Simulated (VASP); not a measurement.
A run of VASP 6.6.1:

File POSCAR:

```
As
1.0
    1.8797494575      1.0852738553      3.4857700000
   -1.8797494575      1.0852738553      3.4857700000
    0.0000000000     -2.1705477106      3.4857700000
As
2
Direct
    0.2275400000      0.2275400000      0.2275400000
    0.7724600000      0.7724600000      0.7724600000
```

File INCAR.step1:

```
ALGO = Normal
EDIFF = 1E-7
ENCUT = 520
GGA = CA
ISIF = 2
ISMEAR = -1
LASPH = T
LCHARG = T
LREAL = F
LWAVE = F
NBANDS = 12
NELM = 100
PREC = Accurate
SIGMA = 0.05
```

The input KPOINTS.step1:

```
k-points
0
Gamma
  13 13 13
```

The input INCAR.step2:

```
ALGO = Normal
EDIFF = 1E-7
ENCUT = 520
GGA = CA
ICHARG = 11
ISIF = 2
ISMEAR = -5
LASPH = T
LCHARG = F
LORBIT = 11
LREAL = F
LWAVE = F
NEDOS = 2001
NELM = 100
PREC = Accurate
SIGMA = 0.05
```

The input KPOINTS.step2:

```
k-points
0
Gamma
  20 20 20
```

Potentials or basis: VASP PAW LDA potentials, release 64 (As).

Run with:

```console
$ cat potpaw_LDA.64/As/POTCAR > POTCAR
$ cp INCAR.step1 INCAR
$ cp KPOINTS.step1 KPOINTS
$ mpirun -np 1 vasp_std > vasp.out
$ cp INCAR.step2 INCAR
$ cp KPOINTS.step2 KPOINTS
$ mpirun -np 1 vasp_std > vasp.out
```

Hardware: 1 thread of Intel(R) Xeon(R) Platinum 8488C (Sapphire Rapids), on a shared host.

Problem. How long does it take, and how much memory?

Solution. Wall time 2.9 min on 1 thread of Intel(R) Xeon(R) Platinum 8488C (Sapphire Rapids), with other jobs on the host, peak memory 0.38 GiB. Counts: k points 781.
